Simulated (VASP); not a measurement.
# Si2Mo (I4/mmm) in VASP: relaxation of shape and atoms at fixed volume with r2SCAN

Aim: the relaxation of shape and atoms at fixed volume of Si2Mo with r2SCAN.

Program: VASP 6.6.1. These are calculated values, not measurements. Logs are shortened: lines on timing, memory, paths and dates and some standing lists are left out, and cuts for length are marked.

### 1 The cell of the first run

It takes space group I4/mmm (No. 139, tetragonal). The conventional cell has a = 3.196 Å, b = 3.196 Å, c = 7.793 Å, α = 90.00°, β = 90.00°, γ = 90.00°. Si (site symmetry 4mm) has 9 Si at 2.56 to 3.20 Å and 5 Mo at 2.60 to 2.61 Å within 3.4 Å. Mo (site symmetry 4/mmm) has 10 Si at 2.60 to 2.61 Å and 4 Mo at 3.20 Å within 3.4 Å.

### 2 Relaxation of shape and atoms at fixed volume, r2SCAN (13.27 Å³/atom)

Contents of POSCAR:

```
Si2Mo
1.0
   -1.5979465060      1.5979465060      3.8966367231
    1.5979465060     -1.5979465060      3.8966367231
    1.5979465060      1.5979465060     -3.8966367231
Si Mo
2 1
Direct
    0.3355092339      0.3355092339      0.0000000000
    0.6644907661      0.6644907661      0.0000000000
    0.0000000000      0.0000000000      0.0000000000
```

Contents of INCAR.step1:

```
ALGO = Normal
EDIFF = 1E-5
EDIFFG = -0.005
ENCUT = 550
GGA = PE
GGA_COMPAT = False
IBRION = 2
ISIF = 3
ISMEAR = 0
LASPH = True
LCHARG = False
LREAL = False
LWAVE = True
NELM = 120
NELMIN = 4
NSW = 100
PREC = Accurate
SIGMA = 0.05
```

Contents of INCAR.step2:

```
ALGO = Normal
EDIFF = 1E-7
EDIFFG = -0.01
ENCUT = 550
GGA_COMPAT = False
IBRION = 2
ISIF = 4
ISMEAR = 0
ISTART = 1
LASPH = True
LCHARG = False
LMIXTAU = True
LREAL = False
LWAVE = False
METAGGA = R2SCAN
NELM = 120
NELMIN = 4
NSW = 60
PREC = Accurate
SIGMA = 0.05
```

Contents of KPOINTS:

```
k-points
0
Gamma
  14 14 14
```

Potentials or basis: VASP PAW PBE potentials, release 64 (Si, Mo_sv).

Command:

```
cat potpaw_PBE.64/Si/POTCAR potpaw_PBE.64/Mo_sv/POTCAR > POTCAR
cp INCAR.step1 INCAR
mpirun -np 1 vasp_std > vasp.out
cp INCAR.step2 INCAR
mpirun -np 1 vasp_std > vasp.out
```

OUTCAR:

```text
EDIFF = 1E-7
   EDIFFG = -0.01
   ENCUT = 550
   IBRION = 2
   ISIF = 4
   ISMEAR = 0
   ISTART = 1
   LASPH = True
   LREAL = False
   METAGGA = R2SCAN
   NELM = 120
   NELMIN = 4
   NSW = 60
   PREC = Accurate

 ion  position               nearest neighbor table
   1  0.336  0.336  0.000-   2 2.56   3 2.60   3 2.60   3 2.60   3 2.60   3 2.61   2 2.62   2 2.62
                             2 2.62   2 2.62
   2  0.664  0.664  0.000-   1 2.56   3 2.60   3 2.60   3 2.60   3 2.60   3 2.61   1 2.62   1 2.62
                             1 2.62   1 2.62
   3  0.000  0.000  0.000-   2 2.60   1 2.60   2 2.60   1 2.60   2 2.60   1 2.60   1 2.60   2 2.60
                             1 2.61   2 2.61

  LATTYP: Found a body centered tetragonal cell.
 ALAT       =     3.1958930120
 C/A-ratio  =     2.4385276406

  Lattice vectors:

 A1 = (  -1.5979465060,   1.5979465060,   3.8966367231)
 A2 = (   1.5979465060,  -1.5979465060,   3.8966367231)
 A3 = (   1.5979465060,   1.5979465060,  -3.8966367231)

Analysis of symmetry for initial positions (statically):
=====================================================================
 Subroutine PRICEL returns:
 Original cell was already a primitive cell.

 Routine SETGRP: Setting up the symmetry group for a
 body centered tetragonal supercell.

 Subroutine GETGRP returns: Found 16 space group operations
 (whereof 16 operations were pure point group operations)
 out of a pool of 16 trial point group operations.

The static configuration has the point symmetry D_4h.

Analysis of symmetry for dynamics (positions and initial velocities):
=====================================================================
 Subroutine PRICEL returns:
 Original cell was already a primitive cell.

 Routine SETGRP: Setting up the symmetry group for a
 body centered tetragonal supercell.

 Subroutine GETGRP returns: Found 16 space group operations
 (whereof 16 operations were pure point group operations)
 out of a pool of 16 trial point group operations.

The dynamic configuration has the point symmetry D_4h.

 Subroutine INISYM returns: Found 16 space group operations
 (whereof 16 operations are pure point group operations),
 and found     1 'primitive' translations

----------------------------------------------------------------------------------------

                                     Primitive cell

  volume of cell :      39.7992

  direct lattice vectors                    reciprocal lattice vectors
    -1.597946506  1.597946506  3.896636723     0.000000000  0.312901588  0.128315785
     1.597946506 -1.597946506  3.896636723     0.312901588  0.000000000  0.128315785
     1.597946506  1.597946506 -3.896636723     0.312901588  0.312901588  0.000000000

  length of vectors
     4.504513717  4.504513717  4.504513717     0.338189806  0.338189806  0.442509670

  position of ions in fractional coordinates (direct lattice)
     0.335509234  0.335509234  0.000000000
     0.664490766  0.664490766  0.000000000
     0.000000000  0.000000000  0.000000000

  ion indices of the primitive-cell ions
   primitive index   ion index
                 1           1
                 2           2
                 3           3

----------------------------------------------------------------------------------------

 KPOINTS: k-points

Automatic generation of k-mesh.
 Grid dimensions read from file:
 generate k-points for:   14   14   14

 Generating k-lattice:

  Cartesian coordinates                     Fractional coordinates (reciprocal lattice)
     0.000000000  0.022350113  0.009165413     0.071428571  0.000000000  0.000000000
     0.022350113  0.000000000  0.009165413     0.000000000  0.071428571  0.000000000
     0.022350113  0.022350113  0.000000000     0.000000000  0.000000000  0.071428571

  Length of vectors
     0.024156415  0.024156415  0.031607834

  Shift w.r.t. Gamma in fractional coordinates (k-lattice)
     0.000000000  0.000000000  0.000000000

 Subroutine IBZKPT returns following result:
 ===========================================

 Found    244 irreducible k-points:

 Following reciprocal coordinates:
            Coordinates               Weight
  0.000000  0.000000  0.000000      1.000000
  0.071429  0.000000 -0.000000      8.000000
  0.142857  0.000000 -0.000000      8.000000
  0.214286  0.000000 -0.000000      8.000000
  0.285714  0.000000 -0.000000      8.000000
  0.357143  0.000000 -0.000000      8.000000
[... 16 lines left out ...]
  0.214286  0.142857 -0.000000     16.000000
  0.285714  0.142857 -0.000000     16.000000
 [... further k-points ...]
   k-points           NKPTS =    244   k-points in BZ     NKDIM =    244   number of bands    NBANDS=     15
   number of dos      NEDOS =    301   number of ions     NIONS =      3
   total plane-waves  NPLWV =  46656
   dimension x,y,z NGX =    36 NGY =   36 NGZ =   36
   dimension x,y,z NGXF=    72 NGYF=   72 NGZF=   72
   ions per type =               2   1
   NGX,Y,Z   is equivalent  to a cutoff of  13.29, 13.29, 13.29 a.u.
   NGXF,Y,Z  is equivalent  to a cutoff of  26.57, 26.57, 26.57 a.u.
 SYSTEM =  unknown system
   PREC   = accura    normal or accurate (medium, high low for compatibility)
   ISTART =      1    job   : 0-new  1-cont  2-samecut
   ICHARG =      0    charge: 1-file 2-atom 10-const
   ISPIN  =      1    spin polarized calculation?
   LNONCOLLINEAR =      F non collinear calculations
   LSORBIT =      F    spin-orbit coupling
   LASPH  =      T    aspherical Exc in radial PAW
   ENCUT  =  550.0 eV  40.42 Ry    6.36 a.u.   8.61  8.61  8.61*2*pi/ulx,y,z
   NELM   =    120;   NELMIN=  4; NELMDL=  0     # of ELM steps
   EDIFF  = 0.1E-06   stopping-criterion for ELM
   LREAL  =      F    real-space projection
   EDIFFG = -.1E-01   stopping-criterion for IOM
   NSW    =     60    number of steps for IOM
   IBRION =      2    ionic relax: 0-MD 1-quasi-New 2-CG
   NFREE  =      1    steps in history (QN), initial steepest desc. (CG)
   ISIF   =      4    stress and relaxation
   ISYM   =      2    0-nonsym 1-usesym 2-fastsym
   POTIM  = 0.5000    time-step for ionic-motion
   TEBEG  =    0.0;   TEEND  =   0.0 temperature during run
   PSTRESS=    0.0 pullay stress
   NELECT =      22.0000    total number of electrons
   NUPDOWN=      -1.0000    fix difference up-down
   EMIN   =  10.00;   EMAX   =-10.00  energy-range for DOS
   EFERMI =   0.00;   METHOD = LEGACY
   ISMEAR =     0;   SIGMA  =   0.05  broadening in eV -4-tet -1-fermi 0-gaus
   EFERMI_NEDOS =   21; number of points for ismear=-14 and -15
   IALGO  =     38    algorithm
   IMIX   =      4    mixing-type and parameters
     AMIX     =   0.40;   BMIX     =  1.00
     AMIX_MAG =   1.60;   BMIX_MAG =  1.00
  volume/ion in A,a.u.               =      13.27        89.53
  Fermi-wavevector in a.u.,A,eV,Ry     =   1.343562  2.538963 24.560664  1.805158
  Thomas-Fermi vector in A             =   2.471626
   LORBIT       =      0    0 simple, 1 ext, 2 COOP (PROOUT), +10 PAW based schemes
   METAGGA = R2SCAN    functional components
   LHFCALC =     F    Hartree Fock is set to
   AEXX    =    0.0000 exact exchange contribution
   IVDW    =     0    specifies the selected vdW correction
   LEPSILON=     F    determine dielectric tensor
   LRPA    =     F    only Hartree local field effects (RPA)
 conjugate gradient relaxation of ions
 non-spin polarized calculation
 Gauss-broadening in eV      SIGMA  =   0.05
  energy-cutoff  :      550.00
  volume of cell :       39.80
 maximum number of plane-waves:      1192
   NGX = 17   NGY = 17   NGZ = 17

--------------------------------------- Ionic step        1  -------------------------------------------

 number of electron      22.0000000 magnetization

 Free energy of the ion-electron system (eV)
  ---------------------------------------------------
  ext. energy  EPLUGINS =         0.00000000
  ---------------------------------------------------
  free energy    TOTEN  =       -45.01320290 eV

  energy without entropy =      -45.01275749  energy(sigma->0) =      -45.01298020

------------------------ aborting loop because EDIFF is reached ----------------------------------------

  FORCE on cell =-STRESS in cart. coord.  units (eV):
  Direction    XX          YY          ZZ          XY          YZ          ZX
  --------------------------------------------------------------------------------------
  -------------------------------------------------------------------------------------
  Total        0.4389918      0.4389918      0.6365511      0.0000000      0.0000000      0.0000000
  in kB       17.6722806     17.6722806     25.6253308      0.0000000      0.0000000      0.0000000
  external PRESSURE =      20.3232974 kB  Pullay stress =       0.0000000 kB
[... 96 lines left out ...]
  energy  without entropy=      -45.0130487467  energy(sigma->0) =      -45.01326719

--------------------------------------- Ionic step        4  -------------------------------------------

 number of electron      22.0000000 magnetization

 Free energy of the ion-electron system (eV)
  ---------------------------------------------------
  ext. energy  EPLUGINS =         0.00000000
  ---------------------------------------------------
  free energy    TOTEN  =       -45.01350578 eV

  energy without entropy =      -45.01307325  energy(sigma->0) =      -45.01328951

 E-fermi :  12.4446     XC(G=0): -13.4425

 val. band max:       12.4443502557   @ k =  -0.4286  -0.4286   0.4286
 cond. band min:      12.4445763778   @ k =  -0.4286  -0.4286   0.3571
 fundamental gap:      0.0002261221
 Fermi energy:        12.4445599992

 k-point     1 :       0.0000    0.0000    0.0000
  band No.  band energies     occupation
      1     -50.1993      2.00000
      2     -23.6462      2.00000
      3     -23.5530      2.00000
      4     -23.5530      2.00000
      5      -1.8476      2.00000
      6       5.5849      2.00000
      7       8.9502      2.00000
      8       9.2565      2.00000
      9       9.5740      2.00000
     10       9.5740      2.00000
     11      12.7622      0.00000
     12      15.7792      0.00000
     13      15.9226      0.00000
     14      16.1062      0.00000
     15      16.1062      0.00000
[... 397 lines left out ...]
 k-point    24 :       0.2857    0.1429   -0.0000
  band No.  band energies     occupation
      1     -50.1820      2.00000
      2     -23.7242      2.00000
      3     -23.6301      2.00000
      4     -23.5889      2.00000
      5       0.1947      2.00000
      6       4.6214      2.00000
      7       6.9553      2.00000
      8       8.7979      2.00000
      9       9.6303      2.00000
     10      10.0234      2.00000
     11      10.5232      2.00000
     12      14.4619      0.00000
     13      14.9888      0.00000
     14      16.3272      0.00000
     15      17.6197      0.00000

 [... further k-points ...]

------------------------ aborting loop because EDIFF is reached ----------------------------------------

  FORCE on cell =-STRESS in cart. coord.  units (eV):
  Direction    XX          YY          ZZ          XY          YZ          ZX
  --------------------------------------------------------------------------------------
  -------------------------------------------------------------------------------------
  Total        0.4765601      0.4765601      0.4822447      0.0000000      0.0000000      0.0000000
  in kB       19.1846503     19.1846503     19.4134902      0.0000000      0.0000000      0.0000000
  external PRESSURE =      19.2609303 kB  Pullay stress =       0.0000000 kB
[... 18 lines left out ...]
  FREE ENERGIE OF THE ION-ELECTRON SYSTEM (eV)
  ---------------------------------------------------
  free  energy   TOTEN  =       -45.0135057807 eV

  energy  without entropy=      -45.0130732455  energy(sigma->0) =      -45.01328951

 reached required accuracy - stopping structural energy minimisation
```

It took 38 min on 1 thread of AMD EPYC 9R45 (Zen 5), shared host; peak memory 0.31 GiB.

What came out:

```yaml
Free_energy: -45.0135 eV
Energy_gained_by_relaxing: 0.1 meV/atom
Ionic_steps: 4
Pressure_after_relaxing: 1.9 GPa
Band_gap_on_the_k_mesh: zero (bands 11 and 12 overlap by 1.04 eV)
```

Step by step:
| step | energy change (eV) | largest force (eV/Å) | pressure (GPa) | volume (Å³) |
| --- | --- | --- | --- | --- |
| 1 | 0.0000 | 0.0629 | 2.03 | 39.80 |
| 2 | -0.0002 | 0.0026 | 1.89 | 39.80 |
| 3 | -0.0003 | 0.0163 | 1.93 | 39.80 |
| 4 | -0.0003 | 0.0017 | 1.93 | 39.80 |

Final structure:
```yaml
crystal:
  lattice:
    - [-1.59702, 1.59702, 3.90114]
    - [1.59702, -1.59702, 3.90114]
    - [1.59702, 1.59702, -3.90114]
  atoms:
    - { symbol: Si, position: [0.33512, 0.33512, 0.00000] }
    - { symbol: Si, position: [0.66488, 0.66488, 0.00000] }
    - { symbol: Mo, position: [0.00000, 0.00000, 0.00000] }
```

Caveat: the PAW data sets were made with another functional, which shifts forces and pressure a little.
